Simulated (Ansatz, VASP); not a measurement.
One calculation of Hf4N, two programs

Contents of INCAR:

```
SYSTEM = Hf4N
  PREC = Accurate
  ENCUT = 600
  EDIFF = 1E-7
  ISMEAR = 0
  SIGMA = 0.1
  LREAL = .FALSE.
  LASPH = .TRUE.
  NELM = 120
  ALGO = Normal
  ISIF = 3
  LWAVE = .FALSE.
  LCHARG = .FALSE.
  GGA = PE
  IBRION = 2
  NSW = 100
  EDIFFG = -0.01
  GGA_COMPAT = .FALSE.
  NELMIN = 4
```

Contents of KPOINTS:

```
regular mesh
0
G
  8 8 8
  0 0 0
```

The input POSCAR:

```
Hf4N
1.0
    0.0000000000      4.5586867280      4.5586867280
    4.5586867280      0.0000000000      4.5586867280
    4.5586867280      4.5586867280      0.0000000000
Hf N
4 1
Direct
    0.1323357247      0.6029928258      0.1323357247
    0.1323357247      0.1323357247      0.1323357247
    0.6029928258      0.1323357247      0.1323357247
    0.1323357247      0.1323357247      0.6029928258
    0.0000000000      0.0000000000      0.0000000000
```

Input for Ansatz:

```yaml
crystal:
  lattice:
    - [0.0, 4.558686728, 4.558686728]
    - [4.558686728, 0.0, 4.558686728]
    - [4.558686728, 4.558686728, 0.0]
  atoms:
    - { symbol: Hf, position: [0.1323357247, 0.6029928258, 0.1323357247] }
    - { symbol: Hf, position: [0.1323357247, 0.1323357247, 0.1323357247] }
    - { symbol: Hf, position: [0.6029928258, 0.1323357247, 0.1323357247] }
    - { symbol: Hf, position: [0.1323357247, 0.1323357247, 0.6029928258] }
    - { symbol: "N", position: [0.0, 0.0, 0.0] }
basis:
  ecutwfc: 420
kpoints:
  mp_grid: { grid: [8, 8, 8] }
hamiltonian:
  xc: pbe
scf:
  occupations: { method: gaussian, width: 0.1 }
output:
  forces: true
  stress: true
  eigenvalues: true
relax:
  adjacent_minimum: "off"
  f_tol: 0.01
  max_steps: 80
  cell: { stress_tol: 0.05 }
```

Alike in both runs: task relaxation of cell and atoms; functional PBE; k mesh 8 × 8 × 8; occupations gaussian, width 0.1 eV; no spin polarisation.

```csv
,VASP,Ansatz
version,VASP 6.6.1,Ansatz 0.2.0
potentials or method,"VASP PAW PBE potentials, release 64 (Hf_pv, N), cutoff 600 eV","scalar-relativistic, plane waves, PAW"
valence electrons in the cell,45,109
```

|  | VASP | Ansatz | Ansatz less VASP |
| --- | --- | --- | --- |
| gap on the k mesh at the Fermi level, each at its own relaxed structure (eV) | none | none | - |
| relaxed volume (Å³/atom) | 37.65 | 37.86 | +0.207 |
| relaxed cell length with the largest relative difference (Å) | 6.433 | 6.445 | +0.0118 |

A gap of «none» marks a metal or a gap that the smearing closes. VASP's potentials hold 45 valence electrons a cell and Ansatz's 109, so a difference there can come from the potentials and not from the codes.

Neither program's run includes spin-orbit coupling.
